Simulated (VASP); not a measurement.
A run of VASP 6.6.1 is set up as follows.

The input INCAR:

```
SYSTEM = Si6W
ALGO = Normal
DIPOL = 0.5 0.5 0.495
EDIFF = 1E-6
ENCUT = 520
GGA = PS
IDIPOL = 3
ISIF = 2
ISMEAR = 0
ISPIN = 2
LASPH = .True.
LCHARG = .False.
LDIPOL = .True.
LMAXMIX = 4
LORBIT = 11
LREAL = .False.
LWAVE = .False.
MAGMOM = 0 0 0 0 0 0 4
NBANDS = 32
NELM = 150
PREC = Accurate
SIGMA = 0.05
```

File KPOINTS:

```
k-points
0
Gamma
  9 9 1
  0 0 0
```

File POSCAR:

```
Si6W
1.0
    3.8248883530      0.0000000000      0.0000000000
   -1.9124441765      3.3124504803      0.0000000000
    0.0000000000      0.0000000000     26.1211317404
Si W
6 1
Direct
    0.6666666667      0.3333333333      0.3254070339
    0.3333333333      0.6666666667      0.3559122529
    0.3333333333      0.6666666667      0.4464642100
    0.6666666667      0.3333333333      0.4768719540
    0.6666666667      0.3333333333      0.5677499359
    0.3333333333      0.6666666667      0.5985871142
    0.3333333333      0.6666666667      0.6912165568
```

Potentials or basis: VASP PAW PBE potentials, release 64 (Si, W_sv).

Command:

```console
$ cat potpaw_PBE.64/Si/POTCAR potpaw_PBE.64/W_sv/POTCAR > POTCAR
$ mpirun -np 1 vasp_std > vasp.out
```

Question: What does it give for the net moment?

Answer: 3.07 μB per cell.

Question: Estimate the site moments.

Answer: Si +0.01, +0.04, -0.05 (each value once); W +2.12 μB.

Question: What does it give for the largest force?

Answer: 0.715 eV/Å.

Forces in eV/Å, atoms in the order of the input:
```
Si   0.000  0.000  0.574
Si   0.000  0.000 -0.715
Si   0.000  0.000  0.180
Si   0.000  0.000 -0.107
Si   0.000  0.000  0.029
Si   0.000  0.000  0.125
W    0.000  0.000 -0.088
```

Caveat: the PAW data sets were made with another functional, which shifts forces and pressure a little.
